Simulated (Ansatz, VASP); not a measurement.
## B in VASP and in Ansatz

```xyz
3
Lattice="3.3516 0.0000 0.0000 -1.6758 2.9026 0.0000 0.0000 0.0000 1.9120" Properties=species:S:1:pos:R:3 pbc="T T T"
B     0.0000    0.0000    0.0000
B     0.0000    1.9351    0.9560
B     1.6758    0.9675    0.9560
```

Alike in both runs: functional PBE; k mesh 6 × 6 × 8; occupations gaussian, width 0.1 eV; no spin polarisation.

Ansatz relaxed the structure, and its values are those at the end. VASP's run is a single point on that final structure, the one shown.

```csv
,VASP,Ansatz
version,VASP 6.6.1,Ansatz 0.2.0
potentials or method,"VASP PAW PBE potentials, release 64 (B), cutoff 520 eV","scalar-relativistic, plane waves, PAW"
valence electrons in the cell,9,9
```

|  | VASP | Ansatz | Ansatz less VASP |
| --- | --- | --- | --- |
| gap on the k mesh at the Fermi level (eV) | none | none | - |
| pressure (GPa) | 0.1 | 0.1 | +0.06 |

A gap of «none» marks a metal or a gap that the smearing closes.

The k mesh is coarse, so the values compare programs but aren't converged.
